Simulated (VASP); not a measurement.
Here is a VASP 6.6.1 calculation.

POSCAR

```
TiNi
1.0
    3.6204080500      0.0000000000      0.0000000000
    0.0000000000      3.6204080500      0.0000000000
    0.0000000000      0.0000000000      3.4445041275
Ti Ni
2 2
Direct
    0.0000000000      0.5000000000      0.4808010000
    0.5000000000      0.0000000000      0.5191990000
    0.5000000000      0.5000000000      0.0000000000
    0.0000000000      0.0000000000      0.0000000000
```

The input INCAR.step1:

```
PREC = Accurate
ENCUT = 520
ISMEAR = 0
SIGMA = 0.05
LREAL = F
LASPH = T
NELM = 60
NBANDS = 30
GGA = PE
ALGO = Normal
EDIFF = 1E-4
LWAVE = T
LCHARG = F
```

INCAR.step2

```
PREC = Accurate
ENCUT = 520
EDIFF = 1E-7
ISMEAR = 0
SIGMA = 0.05
LREAL = F
LASPH = T
NELM = 60
ALGO = Normal
ISIF = 2
LWAVE = F
LCHARG = F
METAGGA = R2SCAN
LMIXTAU = T
NBANDS = 30
ISTART = 1
```

Contents of KPOINTS:

```
regular mesh
0
Gamma
  10 10 10
```

Potentials or basis: VASP PAW PBE potentials, release 64 (Ti_sv, Ni).

Launch:

```console
$ cat potpaw_PBE.64/Ti_sv/POTCAR potpaw_PBE.64/Ni/POTCAR > POTCAR
$ cp INCAR.step1 INCAR
$ mpirun -np 1 vasp_std > vasp.out
$ cp INCAR.step2 INCAR
$ mpirun -np 1 vasp_std > vasp.out
```

Problem. Estimate the pressure.

Solution. 35.2 GPa.

Problem. Estimate the largest force.

Solution. 0.280 eV/Å.

Problem. What does it give for the band gap on the k mesh?

Solution. Zero (bands 22 and 23 overlap by 2.36 eV).

Stress tensor (GPa, compression positive):
```
34.90  0.00  0.00
 0.00 34.90  0.00
 0.00  0.00 35.75
```

Caveat: the cell stands under pressure; the PAW data sets were made with another functional, which shifts forces and pressure a little. Spin polarisation is off, so any magnetic state and its effect on volume and gap are missing.
